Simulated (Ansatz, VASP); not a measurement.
**AlN: VASP beside Ansatz**

The input INCAR:

```
PREC = Accurate
ENCUT = 520
EDIFF = 1E-6
ISMEAR = 0
SIGMA = 0.05
LREAL = F
LASPH = T
NELM = 100
ALGO = Normal
ISIF = 2
LWAVE = F
LCHARG = F
GGA = PE
NBANDS = 16
```

File KPOINTS:

```
Automatic mesh
0
Gamma
  12 12 6
```

The input POSCAR:

```
AlN
1.0
    3.2043322161      0.0000000000      0.0000000000
   -1.6021661081      2.7750331013      0.0000000000
    0.0000000000      0.0000000000      4.8286600000
Al N
2 2
Direct
    0.3333333333      0.6666666667      0.0000000000
    0.6666666667      0.3333333333      0.5000000000
    0.3333333333      0.6666666667      0.3850000000
    0.6666666667      0.3333333333      0.8850000000
```

Input for Ansatz:

```yaml
crystal:
  lattice:
    - [3.2043322161, 0.0, 0.0]
    - [-1.6021661081, 2.7750331013, 0.0]
    - [0.0, 0.0, 4.82866]
  atoms:
    - { symbol: Al, position: [0.3333333333, 0.6666666667, 0.0] }
    - { symbol: Al, position: [0.6666666667, 0.3333333333, 0.5] }
    - { symbol: "N", position: [0.3333333333, 0.6666666667, 0.385] }
    - { symbol: "N", position: [0.6666666667, 0.3333333333, 0.885] }
basis:
  ecutwfc: 420
kpoints:
  mp_grid: { grid: [12, 12, 6] }
hamiltonian:
  xc: pbe
scf:
  occupations: { method: gaussian, width: 0.05 }
output:
  forces: true
  stress: true
  eigenvalues: true
```

Change from the starting cell: strain +0.030 along x and y, -0.030 along z, atoms carried along.

Alike in both runs: task single point; functional PBE; k mesh 12 × 12 × 6; occupations gaussian, width 0.05 eV; no spin polarisation.

|  | VASP | Ansatz |
| --- | --- | --- |
| version | VASP 6.6.1 | Ansatz 0.2.0 |
| potentials or method | VASP PAW PBE potentials, release 64 (Al, N), cutoff 520 eV | scalar-relativistic, plane waves, PAW |
| valence electrons in the cell | 16 | 16 |

Ansatz gave:

- gap on the k mesh at the Fermi level (eV): 3.75
- least direct gap on the mesh (eV): 3.75
- pressure (GPa): -1.6
- traceless stress, the component that is largest in VASP (GPa): 13.91
- rms of the force components (eV/Å): 0.329

Problem. Estimate VASP's values.

Solution. gap on the k mesh at the Fermi level (eV): 3.76; least direct gap on the mesh (eV): 3.76; pressure (GPa): -1.9; traceless stress, the component that is largest in VASP (GPa): 14.06; rms of the force components (eV/Å): 0.330.

Atom by atom the forces differ by 0.001 eV/Å (rms over components).
